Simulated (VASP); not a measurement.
Input of a VASP 6.6.1 run:

INCAR

```
SYSTEM = F
PREC = Accurate ; ENCUT = 520
EDIFF = 1E-6 ; ISMEAR = 0
SIGMA = 0.05 ; LREAL = .False.
LASPH = .True. ; NELM = 80
ALGO = Normal ; ISIF = 2
LWAVE = .False. ; LCHARG = .False.
GGA = PE ; IVDW = 12
NBANDS = 22
```

The input KPOINTS:

```
regular mesh
0
Gamma
  8 8 4
  0 0 0
```

The input POSCAR:

```
F
1.0
    2.8494743543     -1.8851995565      0.3007133897
    2.8494743543      1.8851995565      0.3007133897
   -0.8747905673      0.0000000000      7.1015078240
F
4
Direct
    0.9138648456      0.5855481450      0.0939279973
    0.4144518550      0.0861351544      0.4060720027
    0.0861351544      0.4144518550      0.9060720027
    0.5855481450      0.9138648456      0.5939279973
```

Potentials or basis: VASP PAW PBE potentials, release 64 (F).

The run is started by

```console
$ cat potpaw_PBE.64/F/POTCAR > POTCAR
$ mpirun -np 1 vasp_std > vasp.out
```

**Question.** Estimate the pressure.

**Answer.** -4.4 GPa.

**Question.** Estimate the largest force.

**Answer.** 1.770 eV/Å.

Forces on the atoms (eV/Å):
```
F    0.200 -0.779 -1.577
F   -0.200 -0.779  1.577
F   -0.200  0.779  1.577
F    0.200  0.779 -1.577
```

Caveat: the stress differs along the axes, from -10 to -1 GPa; forces of over 1 eV/Å act on the atoms, so gaps and moduli don't describe the material at rest.
